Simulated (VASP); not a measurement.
Wanted: the native input for a VASP 6.6.1 run.

```yaml
Task: single point
Functional: PBE
Potentials_or_basis: VASP PAW PBE potentials, release 64 (Zn)
Cutoff: 520 eV
k_mesh: 20 × 20 × 20
Occupations: gaussian, width 0.15 eV
Spin: no spin polarisation
Dipole_correction: no
Further_INCAR_settings: ALGO = Normal; EDIFF = 1e-06; NBANDS = 12
```

The structure of Zn lies in POSCAR:

```
Zn
1.0
    0.0000000000      1.9647760000      2.0138954000
    1.9647760000      0.0000000000      2.0138954000
    1.9647760000      1.9647760000      0.0000000000
Zn
1
Direct
    0.0000000000      0.0000000000      0.0000000000
```

This cell differs from its parent crystal: strain +0.000 along x and y, +0.025 along z.

One way to write it, as run:

INCAR

```
SYSTEM = Zn
ALGO = Normal
EDIFF = 1E-6
ENCUT = 520
GGA = PE
ISIF = 2
ISMEAR = 0
LASPH = .True.
LCHARG = .False.
LREAL = .False.
LWAVE = .False.
NBANDS = 12
NELM = 100
PREC = Accurate
SIGMA = 0.15
```

KPOINTS

```
k-points
0
Gamma
  20 20 20
  0 0 0
```

Potentials or basis: VASP PAW PBE potentials, release 64 (Zn).

The run is started by

```console
$ cat potpaw_PBE.64/Zn/POTCAR > POTCAR
$ mpirun -np 1 vasp_std > vasp.out
```

Results of the run:

```
Pressure               : -1.3 GPa
Band gap on the k mesh : zero (bands 6 and 7 overlap by 3.68 eV)
```

Caveat: the cell differs from its parent crystal (strain +0.000 along x and y, +0.025 along z).

Wall time 96 s on 1 thread of Intel Xeon 8259CL, on a shared host, peak memory 0.23 GiB.
